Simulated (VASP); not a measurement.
Set up this calculation in VASP 6.6.1, as the native input.

- Task: single point
- Functional: PBE
- Potentials or basis: VASP PAW PBE potentials, release 64 (Ge_d)
- Cutoff: 500 eV
- k mesh: 6 × 6 × 6
- Occupations: gaussian, width 0.01 eV
- Spin: no spin polarisation
- Dipole correction: no
- Further INCAR settings: ALGO = Normal; EDIFF = 1e-06; NBANDS = 21

The structure of Ge lies in POSCAR:

```
Ge
1.0
    0.0000000000      2.7312825750      2.7312825750
    2.7312825750      0.0000000000      2.7312825750
    2.7312825750      2.7312825750      0.0000000000
Ge
2
Direct
    0.0000000000      0.0000000000      0.0000000000
    0.2500000000      0.2500000000      0.2500000000
```

One way to write it, as run:

INCAR

```
ALGO = Normal ; EDIFF = 1E-6
ENCUT = 500 ; GGA = PE
GGA_COMPAT = False ; ISIF = 2
ISMEAR = 0 ; LASPH = True
LCHARG = True ; LELF = True
LREAL = False ; LVHAR = True
LWAVE = False ; NBANDS = 21
NELM = 120 ; PREC = Accurate
SIGMA = 0.01
```

KPOINTS

```
k-points
0
Gamma
  6 6 6
```

Potentials or basis: VASP PAW PBE potentials, release 64 (Ge_d).

Launch:

```console
$ cat potpaw_PBE.64/Ge_d/POTCAR > POTCAR
$ mpirun -np 1 vasp_std > vasp.out
```

Results of the run:

The pressure is 13.7 GPa. The band gap on the k mesh is 0.52 eV, indirect (least direct gap 1.04 eV).

It took 6.4 s on 1 thread of Intel(R) Xeon(R) 6975P-C (Granite Rapids), with other jobs on the host, peak memory 0.15 GiB.
